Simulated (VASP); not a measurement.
Wanted: the native input for a VASP 6.6.1 run.

```yaml
Task: single point
Functional: PBE
Potentials_or_basis: VASP PAW PBE potentials, release 64 (Ru_pv)
Cutoff: 520 eV
k_mesh: 14 × 14 × 14
Occupations: gaussian, width 0.1 eV
Spin: no spin polarisation
Dipole_correction: no
Further_INCAR_settings: ALGO = Normal; EDIFF = 1e-06; NBANDS = 21
```

The structure of Ru lies in POSCAR:

```
Ru
1.0
    0.0000000000      2.7272547629      2.7272547629
    2.7272547629      0.0000000000      2.7272547629
    2.7272547629      2.7272547629      0.0000000000
Ru
2
Direct
    0.0000000000      0.0000000000      0.0000000000
    0.2500000000      0.2500000000      0.2500000000
```

This isn't the form of Ru at room conditions, which is hcp.

The input as run:

INCAR

```
SYSTEM = Ru
ALGO = Normal
EDIFF = 1E-6
ENCUT = 520
GGA = PE
ISIF = 2
ISMEAR = 0
LASPH = .True.
LCHARG = .False.
LREAL = .False.
LWAVE = .False.
NBANDS = 21
NELM = 60
PREC = Accurate
SIGMA = 0.1
```

KPOINTS

```
k-points
0
Gamma
  14 14 14
  0 0 0
```

Potentials or basis: VASP PAW PBE potentials, release 64 (Ru_pv).

The run is started by

```sh
$ cat potpaw_PBE.64/Ru_pv/POTCAR > POTCAR
$ mpirun -np 1 vasp_std > vasp.out
```

It gave:

The pressure is 0.2 GPa and the band gap on the k mesh is zero (bands 14 and 15 overlap by 0.92 eV).

Run time: 110 s on 1 thread of Intel Xeon 8259CL (shared host), peak memory 0.21 GiB.
